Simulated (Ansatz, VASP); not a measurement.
**Pd3PtSe4: VASP beside Ansatz**

File INCAR:

```
ALGO     = Normal         # electronic algorithm
EDIFF    = 1E-6           # SCF threshold, eV
ENCUT    = 500            # plane-wave cutoff, eV
GGA      = PE             # functional
GGA_COMPAT= F            
ISIF     = 2              # what is computed and relaxed
ISMEAR   = 0              # smearing method
ISPIN    = 2              # spin polarisation
KPAR     = 4            
LASPH    = T              # aspherical terms in the spheres
LCHARG   = T              # write CHGCAR
LMAXMIX  = 4              # l up to which the mixer works
LORBIT   = 11             # projections on sites
LREAL    = F              # projectors in reciprocal space
LVHAR    = T            
LWAVE    = F              # write WAVECAR
MAGMOM   = 1 1 1 1 1 1 1 1 0 0 0 0 0 0 0 0 # initial moments
NBANDS   = 82             # bands
NELM     = 200            # most SCF steps
PREC     = Accurate       # precision mode
SIGMA    = 0.1            # smearing width, eV
```

Contents of KPOINTS:

```
k-points
0
Gamma
  4 4 4
```

POSCAR

```
Pd3PtSe4
1.0
    6.8275244719      0.0000000000      0.0000000000
    0.0000000000      6.8275244719      0.0000000000
    0.0000000000      0.0000000000      7.0639791619
Pd Pt Se
6 2 8
Direct
    0.2603654743      0.5322935653      0.5000000000
    0.7396345257      0.4677064347      0.5000000000
    0.5322935653      0.7396345257      0.0000000000
    0.4677064347      0.2603654743      0.0000000000
    0.0000000000      0.0000000000      0.7500000000
    0.0000000000      0.0000000000      0.2500000000
    0.0000000000      0.5000000000      0.0000000000
    0.5000000000      0.0000000000      0.5000000000
    0.1921768183      0.3097551793      0.7727644197
    0.1921768183      0.3097551793      0.2272355803
    0.8078231817      0.6902448207      0.2272355803
    0.8078231817      0.6902448207      0.7727644197
    0.3097551793      0.8078231817      0.2727644197
    0.3097551793      0.8078231817      0.7272355803
    0.6902448207      0.1921768183      0.7272355803
    0.6902448207      0.1921768183      0.2727644197
```

Input for Ansatz:

```yaml
crystal:
  lattice:
    - [6.8275244719, 0.0, 0.0]
    - [0.0, 6.8275244719, 0.0]
    - [0.0, 0.0, 7.0639791619]
  atoms:
    - { symbol: Pd, position: [0.2603654743, 0.5322935653, 0.5], spin: 1.0 }
    - { symbol: Pd, position: [0.7396345257, 0.4677064347, 0.5], spin: 1.0 }
    - { symbol: Pd, position: [0.5322935653, 0.7396345257, 0.0], spin: 1.0 }
    - { symbol: Pd, position: [0.4677064347, 0.2603654743, 0.0], spin: 1.0 }
    - { symbol: Pd, position: [0.0, 0.0, 0.75], spin: 1.0 }
    - { symbol: Pd, position: [0.0, 0.0, 0.25], spin: 1.0 }
    - { symbol: Pt, position: [0.0, 0.5, 0.0], spin: 1.0 }
    - { symbol: Pt, position: [0.5, 0.0, 0.5], spin: 1.0 }
    - { symbol: Se, position: [0.1921768183, 0.3097551793, 0.7727644197] }
    - { symbol: Se, position: [0.1921768183, 0.3097551793, 0.2272355803] }
    - { symbol: Se, position: [0.8078231817, 0.6902448207, 0.2272355803] }
    - { symbol: Se, position: [0.8078231817, 0.6902448207, 0.7727644197] }
    - { symbol: Se, position: [0.3097551793, 0.8078231817, 0.2727644197] }
    - { symbol: Se, position: [0.3097551793, 0.8078231817, 0.7272355803] }
    - { symbol: Se, position: [0.6902448207, 0.1921768183, 0.7272355803] }
    - { symbol: Se, position: [0.6902448207, 0.1921768183, 0.2727644197] }
basis:
  ecutwfc: 420
kpoints:
  mp_grid: { grid: [4, 4, 4] }
hamiltonian:
  xc: pbe
scf:
  occupations: { method: gaussian, width: 0.1 }
  lower_state_search: "off"
output:
  forces: true
  stress: true
  eigenvalues: true
  populations: true
magnetization:
  spin_polarized: true
```

Alike in both runs: task single point; functional PBE; k mesh 4 × 4 × 4; occupations gaussian, width 0.1 eV; collinear spin.

```csv
,VASP,Ansatz
version,VASP 6.6.1,Ansatz 0.2.0
potentials or method,"VASP PAW PBE potentials, release 64 (Pd, Pt, Se), cutoff 500 eV","scalar-relativistic, plane waves, PAW"
valence electrons in the cell,128,272
```

|  | VASP | Ansatz | Ansatz less VASP |
| --- | --- | --- | --- |
| gap on the k mesh at the Fermi level (eV) | none | none | - |
| pressure (GPa) | -0.1 | -0.1 | -0.03 |
| traceless stress, the component that is largest in VASP (GPa) | -0.38 | -0.37 | +0.001 |
| rms of the force components (eV/Å) | 0.020 | 0.019 | -0.0002 |
| net moment per atom (μB) | 0.00 | 0.00 | 0.000 |

Atom by atom the forces differ by 0.001 eV/Å (rms over components). A gap of «none» marks a metal or a gap that the smearing closes. VASP's potentials hold 128 valence electrons a cell and Ansatz's 272, so a difference there can come from the potentials and not from the codes. Ansatz's warnings: seeded moment not kept.

Spin-orbit coupling is off throughout.
